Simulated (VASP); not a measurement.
# Au (Im-3m) in VASP: a series of runs, part 2 of 2

VASP 6.6.1. The steps go on from the part before.

## (3) Single point, HSE06

This run uses another cell than the first one, of 17.11 Å³/atom, 0.940 times its volume.

File POSCAR:

```
Au
1.0
   -1.6234376908      1.6234376908      1.6234376908
    1.6234376908     -1.6234376908      1.6234376908
    1.6234376908      1.6234376908     -1.6234376908
Au
1
Direct
    0.0000000000      0.0000000000      0.0000000000
```

File INCAR.step1:

```
ALGO = Normal
EDIFF = 1E-5
ENCUT = 520
GGA = PE
ISIF = 2
ISMEAR = -1
LASPH = T
LCHARG = F
LREAL = F
LWAVE = T
NBANDS = 12
NELM = 100
PREC = Accurate
SIGMA = 0.05
```

File INCAR.step2:

```
ALGO = Normal
EDIFF = 1E-7
ENCUT = 520
GGA = PE
HFSCREEN = 0.2079
ISIF = 2
ISMEAR = -1
ISTART = 1
LASPH = T
LCHARG = F
LHFCALC = T
LREAL = F
LWAVE = F
NBANDS = 12
NELM = 100
PREC = Accurate
PRECFOCK = Normal
SIGMA = 0.05
```

File KPOINTS:

```
k-points
0
Gamma
  6 6 6
```

Potentials or basis: VASP PAW PBE potentials, release 64 (Au).

On the command line:

```sh
> cat potpaw_PBE.64/Au/POTCAR > POTCAR
> cp INCAR.step1 INCAR
> mpirun -np 1 vasp_std > vasp.out
> cp INCAR.step2 INCAR
> mpirun -np 1 vasp_std > vasp.out
```

OUTCAR:

```text
EDIFF = 1E-7
   ENCUT = 520
   GGA = PE
   HFSCREEN = 0.2079
   ISIF = 2
   ISMEAR = -1
   ISTART = 1
   LASPH = T
   LHFCALC = T
   LREAL = F
   NELM = 100
   PREC = Accurate
   PRECFOCK = Normal

 ion  position               nearest neighbor table
   1  0.000  0.000  0.000-

  LATTYP: Found a body centered cubic cell.
 ALAT       =     3.2468753816

  Lattice vectors:

[... 415 lines left out ...]
      7      16.1689      0.00000
      8      16.1689      0.00000
      9      20.2823      0.00000
     10      26.1226      0.00000
     11      26.1226      0.00000
     12      35.4441      0.00000

------------------------ aborting loop because EDIFF is reached ----------------------------------------

  FORCE on cell =-STRESS in cart. coord.  units (eV):
  Direction    XX          YY          ZZ          XY          YZ          ZX
  --------------------------------------------------------------------------------------
  -------------------------------------------------------------------------------------
  Total        0.5292634      0.5292634      0.5292634     -0.0000000      0.0000000     -0.0000000
  in kB       49.5467942     49.5467942     49.5467942     -0.0000000      0.0000000     -0.0000000
  external PRESSURE =      49.5467942 kB  Pullay stress =       0.0000000 kB

 VOLUME and BASIS-vectors are now :
 -----------------------------------------------------------------------------
  energy-cutoff  :      520.00
  volume of cell :       17.11
      direct lattice vectors                 reciprocal lattice vectors
    -1.623437691  1.623437691  1.623437691     0.000000000  0.307988414  0.307988414
     1.623437691 -1.623437691  1.623437691     0.307988414  0.000000000  0.307988414
     1.623437691  1.623437691 -1.623437691     0.307988414  0.307988414  0.000000000

 POSITION                                       TOTAL-FORCE (eV/Angst)
 -----------------------------------------------------------------------------------
      0.00000      0.00000      0.00000         0.000000     -0.000000      0.000000
 -----------------------------------------------------------------------------------
    total drift:                               -0.000000     -0.000000     -0.000001

  FREE ENERGIE OF THE ION-ELECTRON SYSTEM (eV)
  ---------------------------------------------------
  free  energy   TOTEN  =        -3.2779061402 eV

  energy  without entropy=       -3.2622361635  energy(sigma->0) =       -3.27007115
```

OUTCAR.step1:

```text
EDIFF = 1E-5
   ENCUT = 520
   GGA = PE
   ISIF = 2
   ISMEAR = -1
   LASPH = T
[... 444 lines left out ...]

 POSITION                                       TOTAL-FORCE (eV/Angst)
 -----------------------------------------------------------------------------------
      0.00000      0.00000      0.00000         0.000000      0.000000      0.000000
 -----------------------------------------------------------------------------------
    total drift:                                0.000000      0.000000      0.000000

  FREE ENERGIE OF THE ION-ELECTRON SYSTEM (eV)
  ---------------------------------------------------
  free  energy   TOTEN  =        -3.0966600743 eV

  energy  without entropy=       -3.0821964498  energy(sigma->0) =       -3.08942826
```

It took 7.6 min on 1 thread of Intel Xeon Platinum 8259CL at 2.50GHz (Skylake/Cascade Lake), shared host; peak memory 0.24 GiB.

Results:

```yaml
Free_energy: -3.2779 eV
Pressure: 5.0 GPa
```

Levels at points of the mesh, in eV from the Fermi level:
| k point | band 3 | band 4 | band 5 | band 6 | band 7 | band 8 |
| --- | --- | --- | --- | --- | --- | --- |
| (0.00, 0.00, 0.00) | -6.24 | -6.24 | -4.27 | -4.27 | 17.34 | 17.34 |
| (0.50, 0.00, 0.00) | -4.37 | -4.01 | -2.41 | -0.91 | 3.95 | 13.09 |
| (0.50, 0.50, 0.50) | -2.86 | -2.86 | -2.86 | 6.77 | 6.77 | 6.77 |

Caveat: the k points lie up to 0.46 Å⁻¹ apart; the PAW data sets were made with another functional, which shifts forces and pressure a little; spin-orbit coupling is left out, which moves the levels of the heavy elements.

## (4) Single point, PBE0

This run uses another cell than the first one, of 17.11 Å³/atom, 0.940 times its volume.

POSCAR is that of step 3.

Edit INCAR.step1 of step 3 so:

```diff
@@ -11,3 +11,3 @@
 NBANDS = 12
-NELM = 100
+NELM = 80
 PREC = Accurate
```

File INCAR.step2:

```
AEXX = 0.25
ALGO = Normal
EDIFF = 1E-6
ENCUT = 520
GGA = PE
ISIF = 2
ISMEAR = -1
ISTART = 1
LASPH = T
LCHARG = F
LHFCALC = T
LREAL = F
LWAVE = F
NBANDS = 12
NELM = 80
PREC = Accurate
PRECFOCK = Normal
SIGMA = 0.05
```

KPOINTS is that of step 3.

On the command line:

```sh
> cat potpaw_PBE.64/Au/POTCAR > POTCAR
> cp INCAR.step1 INCAR
> mpirun -np 1 vasp_std > vasp.out
> cp INCAR.step2 INCAR
> mpirun -np 1 vasp_std > vasp.out
```

It took 6.7 min on 1 thread of Intel Xeon Platinum 8259CL at 2.50GHz (Skylake/Cascade Lake), shared host; peak memory 0.15 GiB.

Results (log left out):

```
Free energy : -3.4771 eV
Pressure    : 4.8 GPa
```

Levels at points of the mesh, in eV from the Fermi level:
| k point | band 3 | band 4 | band 5 | band 6 | band 7 | band 8 | band 9 | band 10 |
| --- | --- | --- | --- | --- | --- | --- | --- | --- |
| (0.00, 0.00, 0.00) | -6.82 | -6.82 | -4.86 | -4.86 | 17.55 | 17.55 | 17.55 | 25.90 |
| (0.50, 0.00, 0.00) | -4.95 | -4.58 | -2.94 | -1.38 | 4.17 | 13.30 | 15.08 | 23.14 |
| (0.50, 0.50, 0.50) | -3.41 | -3.41 | -3.41 | 6.97 | 6.97 | 6.97 | 11.13 | 16.94 |

Caveat: the k points lie up to 0.46 Å⁻¹ apart; the PAW data sets were made with another functional, which shifts forces and pressure a little; spin-orbit coupling is left out, which moves the levels of the heavy elements.

## (5) Single point, HSE06

This run uses another cell than the first one, of 17.48 Å³/atom, 0.960 times its volume.

File POSCAR:

```
Au
1.0
   -1.6348707273      1.6348707273      1.6348707273
    1.6348707273     -1.6348707273      1.6348707273
    1.6348707273      1.6348707273     -1.6348707273
Au
1
Direct
    0.0000000000      0.0000000000      0.0000000000
```

File INCAR.step1:

```
SYSTEM = Au
ALGO = Normal
EDIFF = 1E-5
ENCUT = 520
GGA = PE
ISIF = 2
ISMEAR = -1
LASPH = .TRUE.
LCHARG = .FALSE.
LREAL = .FALSE.
LWAVE = .TRUE.
NBANDS = 12
NELM = 60
PREC = Accurate
SIGMA = 0.05
```

File INCAR.step2:

```
SYSTEM = Au
ALGO = Normal
EDIFF = 1E-6
ENCUT = 520
GGA = PE
HFSCREEN = 0.2079
ISIF = 2
ISMEAR = -1
ISTART = 1
LASPH = .TRUE.
LCHARG = .FALSE.
LHFCALC = .TRUE.
LREAL = .FALSE.
LWAVE = .FALSE.
NBANDS = 12
NELM = 60
PREC = Accurate
PRECFOCK = Normal
SIGMA = 0.05
```

File KPOINTS:

```
k-points
0
G
  6 6 6
  0 0 0
```

On the command line:

```sh
> cat potpaw_PBE.64/Au/POTCAR > POTCAR
> cp INCAR.step1 INCAR
> mpirun -np 1 vasp_std > vasp.out
> cp INCAR.step2 INCAR
> mpirun -np 1 vasp_std > vasp.out
```

Wall time 7.4 min (1 thread of Intel Xeon Platinum 8259CL at 2.50GHz (Skylake/Cascade Lake), shared host); peak memory 0.24 GiB.

Results (log left out):

- Free energy: -3.2857 eV
- Pressure: 1.6 GPa

Levels at points of the mesh, in eV from the Fermi level:
```tsv
k point	band 1	band 2	band 3	band 4	band 5	band 6	band 7	band 8	band 9	band 10
(0.00, 0.00, 0.00)	-10.81	-6.11	-6.11	-6.11	-4.21	-4.21	17.33	17.33	17.33	25.26
(0.50, 0.00, 0.00)	-8.43	-7.22	-4.30	-3.95	-2.42	-0.80	3.83	13.08	14.69	22.59
(0.50, 0.50, 0.50)	-8.15	-8.15	-2.84	-2.84	-2.84	6.76	6.76	6.76	10.63	16.49
```

Caveat: the k points lie up to 0.45 Å⁻¹ apart; the PAW data sets were made with another functional, which shifts forces and pressure a little; spin-orbit coupling is left out, which moves the levels of the heavy elements.

## (6) Overview

| level | potentials or basis | spin | cell | k mesh | grid for exact exchange (PRECFOCK) | screening parameter | gap on the mesh (eV) | pressure (GPa) |
| --- | --- | --- | --- | --- | --- | --- | --- | --- |
| LDA | VASP PAW LDA potentials, release 64 (Au) | non-collinear, zero start, SOC | a = 2.870 Å, angles 109.5°, 1 atom | 8 × 8 × 8 | - | - | - | -14.3 |
| HSE06 | VASP PAW PBE potentials, release 64 (Au) | off | a = 2.812 Å, angles 109.5°, 1 atom | 6 × 6 × 6 | Normal | 0.2079 1/Å | none | 5.0 |
| PBE0 | VASP PAW PBE potentials, release 64 (Au) | off | a = 2.812 Å, angles 109.5°, 1 atom | 6 × 6 × 6 | Normal | - | none | 4.8 |
| HSE06 | VASP PAW PBE potentials, release 64 (Au) | off | a = 2.832 Å, angles 109.5°, 1 atom | 6 × 6 × 6 | Normal | 0.2079 1/Å | none | 1.6 |

Alike in all rows: task single point; cutoff (eV) 520; smearing fermi-dirac 0.05 eV.

Caveats: some runs use coarse meshes; the PAW data sets were made with another functional, which shifts forces and pressure a little (some runs); spin-orbit coupling is left out, which moves the levels of the heavy elements (some runs).

Total energies depend on the potentials used, so only differences within one code and one set of settings carry meaning.
